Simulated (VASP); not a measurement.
# I (Fmmm) in VASP: further runs, part 2 of 2

VASP 6.6.1.

## Step 4: Density of states, PBEsol

Contents of POSCAR:

```
I
1.0
    0.0000000000      2.3656004428      3.9098401324
    2.1922454667      0.0000000000      3.9098401324
    2.1922454667      2.3656004428      0.0000000000
I
1
Direct
    0.0000000000      0.0000000000      0.0000000000
```

Contents of INCAR.step1:

```
ALGO     = Normal         # electronic algorithm
EDIFF    = 1E-7           # SCF threshold, eV
ENCUT    = 520            # plane-wave cutoff, eV
GGA      = PS             # functional
ISIF     = 2              # what is computed and relaxed
ISMEAR   = -1             # smearing method
LASPH    = True           # aspherical terms in the spheres
LCHARG   = True           # write CHGCAR
LREAL    = False          # projectors in reciprocal space
LWAVE    = False          # write WAVECAR
NBANDS   = 10             # bands
NELM     = 100            # most SCF steps
PREC     = Accurate       # precision mode
SIGMA    = 0.05           # smearing width, eV
```

Contents of KPOINTS.step1:

```
k-points
0
Gamma
  8 8 8
```

Contents of INCAR.step2:

```
ALGO     = Normal         # electronic algorithm
EDIFF    = 1E-7           # SCF threshold, eV
ENCUT    = 520            # plane-wave cutoff, eV
GGA      = PS             # functional
ICHARG   = 11             # starting density
ISIF     = 2              # what is computed and relaxed
ISMEAR   = -5             # smearing method
LASPH    = True           # aspherical terms in the spheres
LCHARG   = False          # write CHGCAR
LORBIT   = 10             # projections on sites
LREAL    = False          # projectors in reciprocal space
LWAVE    = False          # write WAVECAR
NBANDS   = 10             # bands
NEDOS    = 1001           # points of the DOS
NELM     = 100            # most SCF steps
PREC     = Accurate       # precision mode
SIGMA    = 0.05           # smearing width, eV
```

Contents of KPOINTS.step2:

```
k-points
0
Gamma
  12 12 12
```

Potentials or basis: VASP PAW PBE potentials, release 64 (I).

Command:

```console
$ cat potpaw_PBE.64/I/POTCAR > POTCAR
$ cp INCAR.step1 INCAR
$ cp KPOINTS.step1 KPOINTS
$ mpirun -np 1 vasp_std > vasp.out
$ cp INCAR.step2 INCAR
$ cp KPOINTS.step2 KPOINTS
$ mpirun -np 1 vasp_std > vasp.out
```

OUTCAR:

```text
EDIFF = 1E-7
   ENCUT = 520
   GGA = PS
   ICHARG = 11
   ISIF = 2
   ISMEAR = -5
   LASPH = True
   LORBIT = 10
   LREAL = False
   NELM = 100
   PREC = Accurate

 ion  position               nearest neighbor table
   1  0.000  0.000  0.000-

  LATTYP: Found a face centered orthorhombic cell.
 ALAT       =     4.3844909334
 B/A-ratio  =     1.0790764441
 C/A-ratio  =     1.7834864717

  Lattice vectors:

 A1 = (   0.0000000000,   2.3656004428,   3.9098401324)
 A2 = (   2.1922454667,   0.0000000000,   3.9098401324)
 A3 = (   2.1922454667,   2.3656004428,   0.0000000000)

Analysis of symmetry for initial positions (statically):
=====================================================================
 Subroutine PRICEL returns:
 Original cell was already a primitive cell.

 Routine SETGRP: Setting up the symmetry group for a
 face centered orthorhombic supercell.

 Subroutine GETGRP returns: Found  8 space group operations
 (whereof  8 operations were pure point group operations)
 out of a pool of  8 trial point group operations.

The static configuration has the point symmetry D_2h.

Analysis of symmetry for dynamics (positions and initial velocities):
=====================================================================
 Subroutine PRICEL returns:
 Original cell was already a primitive cell.

 Routine SETGRP: Setting up the symmetry group for a
 face centered orthorhombic supercell.

 Subroutine GETGRP returns: Found  8 space group operations
 (whereof  8 operations were pure point group operations)
 out of a pool of  8 trial point group operations.

The dynamic configuration has the point symmetry D_2h.

 Subroutine INISYM returns: Found  8 space group operations
 (whereof  8 operations are pure point group operations),
 and found     1 'primitive' translations

----------------------------------------------------------------------------------------

                                     Primitive cell

  volume of cell :      40.5527

  direct lattice vectors                    reciprocal lattice vectors
[... 112 lines left out ...]
   GGA     = PS    functional components
   LHFCALC =     F    Hartree Fock is set to
   AEXX    =    0.0000 exact exchange contribution
   IVDW    =     0    specifies the selected vdW correction
   LEPSILON=     F    determine dielectric tensor
   LRPA    =     F    only Hartree local field effects (RPA)
 non-spin polarized calculation
 Fermi weights with tetrahedron method with Bloechl corrections
  energy-cutoff  :      520.00
  volume of cell :       40.55
 maximum number of plane-waves:      1109
 NGX is ok and might be reduce to    36

 number of electron       7.0000000 magnetization

 Free energy of the ion-electron system (eV)
  ---------------------------------------------------
  ext. energy  EPLUGINS =         0.00000000
  ---------------------------------------------------
  free energy    TOTEN  =        -1.67263968 eV

  energy without entropy =       -1.67263968  energy(sigma->0) =       -1.67263968

 E-fermi :   3.3262     XC(G=0):  -8.4431

 val. band max:        3.4923191306   @ k =   0.3333   0.2500   0.0833
 cond. band min:       3.3688202541   @ k =   0.5000   0.4167  -0.0000
 fundamental gap:     -0.1234988765
 Fermi energy:         3.3262343079

 k-point     1 :       0.0000    0.0000    0.0000
  band No.  band energies     occupation
      1     -10.5294      2.00000
      2       1.4464      2.00000
      3       4.1475      0.00000
      4       4.4318      0.00000
      5       7.7508      0.00000
      6      10.8431      0.00000
      7      11.4799      0.00000
      8      15.4612      0.00000
      9      15.6576      0.00000
     10      15.7699      0.00000
[... 287 lines left out ...]
 k-point    24 :      -0.4167    0.1667    0.0000
  band No.  band energies     occupation
      1      -9.1543      2.00000
      2      -1.5682      2.00000
      3       1.1838      2.00000
      4       4.9912      0.00000
      5       9.0082      0.00000
      6      12.1481      0.00000
      7      13.4555      0.00000
      8      15.2787      0.00000
      9      16.2018      0.00000
     10      16.9250      0.00000

 [... further k-points ...]
[... 5 lines left out ...]
  --------------------------------------------------------------------------------------
  -------------------------------------------------------------------------------------
  Total       -0.4652296     -0.4533807     -0.0600282     -0.0000000      0.0000000      0.0000000
  in kB      -18.3805442    -17.9124106     -2.3716275     -0.0000000      0.0000000      0.0000000
  external PRESSURE =     -12.8881941 kB  Pullay stress =       0.0000000 kB

 VOLUME and BASIS-vectors are now :
 -----------------------------------------------------------------------------
  energy-cutoff  :      520.00
  volume of cell :       40.55
      direct lattice vectors                 reciprocal lattice vectors
     0.000000000  2.365600443  3.909840132    -0.228076649  0.211362828  0.127882467
     2.192245467  0.000000000  3.909840132     0.228076649 -0.211362828  0.127882467
     2.192245467  2.365600443  0.000000000     0.228076649  0.211362828 -0.127882467

 POSITION                                       TOTAL-FORCE (eV/Angst)
 -----------------------------------------------------------------------------------
      0.00000      0.00000      0.00000         0.000000      0.000000      0.000000
 -----------------------------------------------------------------------------------
    total drift:                                0.000000      0.000000     -0.000000

  FREE ENERGIE OF THE ION-ELECTRON SYSTEM (eV)
  ---------------------------------------------------
  free  energy   TOTEN  =        -1.6726396824 eV

  energy  without entropy=       -1.6726396824  energy(sigma->0) =       -1.67263968

 total charge

# of ion       s       p       d       tot
------------------------------------------
    1        1.548   2.587   0.028   4.164
```

OSZICAR.step1:

```text
N       E                     dE             d eps       ncg     rms          rms(c)
DAV:   1     0.207309837735E+02    0.20731E+02   -0.24267E+03  1900   0.490E+02
DAV:   2    -0.784145947698E+00   -0.21515E+02   -0.20933E+02  2428   0.836E+01
DAV:   3    -0.166038116193E+01   -0.87624E+00   -0.87065E+00  2354   0.174E+01
DAV:   4    -0.166898458907E+01   -0.86034E-02   -0.86018E-02  2444   0.208E+00
DAV:   5    -0.166910447918E+01   -0.11989E-03   -0.11989E-03  2366   0.225E-01    0.520E+00
DAV:   6    -0.164621221307E+01    0.22892E-01   -0.17936E-02  2094   0.631E-01    0.320E+00
DAV:   7    -0.163717808038E+01    0.90341E-02   -0.36578E-02  2066   0.919E-01    0.135E-01
DAV:   8    -0.163707816179E+01    0.99919E-04   -0.17556E-03  2076   0.253E-01    0.325E-02
DAV:   9    -0.163708035340E+01   -0.21916E-05   -0.23747E-05  2512   0.358E-02    0.147E-02
DAV:  10    -0.163708097580E+01   -0.62239E-06   -0.18428E-06  2166   0.819E-03    0.312E-03
DAV:  11    -0.163708124204E+01   -0.26624E-06   -0.30913E-07  2246   0.328E-03    0.205E-03
DAV:  12    -0.163708128295E+01   -0.40912E-07   -0.55712E-08  1344   0.125E-03
   1 F= -.16370813E+01 E0= -.16351458E+01  d E =-.387096E-02
```

It used 190 s of CPU time on 1 thread of AMD EPYC 7R13 Processor (Zen 3), with other jobs on the host.

What came out:

```yaml
Valence_electrons_inside_the_program's_atomic_spheres: I 4.16
```

Caveat: the PAW data sets were made with another functional, which shifts forces and pressure a little; spin-orbit coupling is left out, which moves the levels of the heavy elements; an odd number of electrons without spin polarisation forces a metal; a magnetic or distorted state may lie lower; tetrahedron occupations give inexact forces and stress in metals.
